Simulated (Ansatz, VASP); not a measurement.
**One calculation of SiB6, two programs**

```xyz
7
Lattice="2.2990 1.3273 3.6939 -2.2990 1.3273 3.6939 0.0000 -2.6547 3.6939" Properties=species:S:1:pos:R:3 pbc="T T T"
Si    0.0000    0.0000    7.5225
B     0.0000    0.0000    9.4910
B    -1.4583    0.8420    3.6179
B     0.0000   -1.6839    3.6179
B     1.4583    0.8420    3.6179
B     0.0000    0.0000    5.5344
B     0.0000    0.0000    3.8920
```

Alike in both runs: functional PBE; k mesh 6 × 6 × 6; occupations gaussian, width 0.1 eV; no spin polarisation.

Ansatz relaxed the structure, and its values are those at the end. VASP's run is a single point on that final structure, the one shown.

|  | VASP | Ansatz |
| --- | --- | --- |
| version | VASP 6.6.1 | Ansatz 0.2.0 |
| potentials or method | VASP PAW PBE potentials, release 64 (Si, B), cutoff 520 eV | scalar-relativistic, plane waves, PAW |
| valence electrons in the cell | 22 | 22 |

|  | VASP | Ansatz | Ansatz less VASP |
| --- | --- | --- | --- |
| gap on the k mesh at the Fermi level (eV) | none | none | - |
| pressure (GPa) | 0.1 | 0.1 | +0.01 |
| rms of the force components (eV/Å) | 0.011 | 0.004 | -0.0074 |

A gap of «none» marks a metal or a gap that the smearing closes. The functional is the same, so the differences come from potentials, cutoffs and numerics.
